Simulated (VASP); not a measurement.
A run of VASP 6.6.1:

The input INCAR:

```
ALGO = Normal
EDIFF = 1E-6
ENCUT = 690
GGA = PS
GGA_COMPAT = F
ISIF = 2
ISMEAR = -1
LASPH = T
LCHARG = F
LREAL = F
LWAVE = F
NBANDS = 42
NELM = 120
PREC = Accurate
SIGMA = 0.05
```

KPOINTS

```
k-points
0
Gamma
  11 11 11
```

Contents of POSCAR:

```
Fe4Si
1.0
    0.0000000000      2.0276100000      9.4663410000
    1.5219040000      0.0000000000      9.4663410000
    1.5219040000      2.0276100000      0.0000000000
Fe Si
4 1
Direct
    0.5940690000      0.5940690000      0.4059310000
    0.1979710000      0.1979710000      0.8020290000
    0.8020290000      0.8020290000      0.1979710000
    0.4059310000      0.4059310000      0.5940690000
    0.0000000000      0.0000000000      0.0000000000
```

Potentials or basis: VASP PAW PBE potentials, release 64 (Fe_sv, Si).

Command:

```console
$ cat potpaw_PBE.64/Fe_sv/POTCAR potpaw_PBE.64/Si/POTCAR > POTCAR
$ mpirun -np 1 vasp_std > vasp.out
```

Hardware: 1 thread of Intel(R) Xeon(R) Platinum 8488C (Sapphire Rapids) (shared host).

Question: How long does it take, and how much memory?

Answer: It took 37 min on 1 thread of Intel(R) Xeon(R) Platinum 8488C (Sapphire Rapids) (shared host), peak memory 0.83 GiB. Counts: scf iterations 21, k points 216.
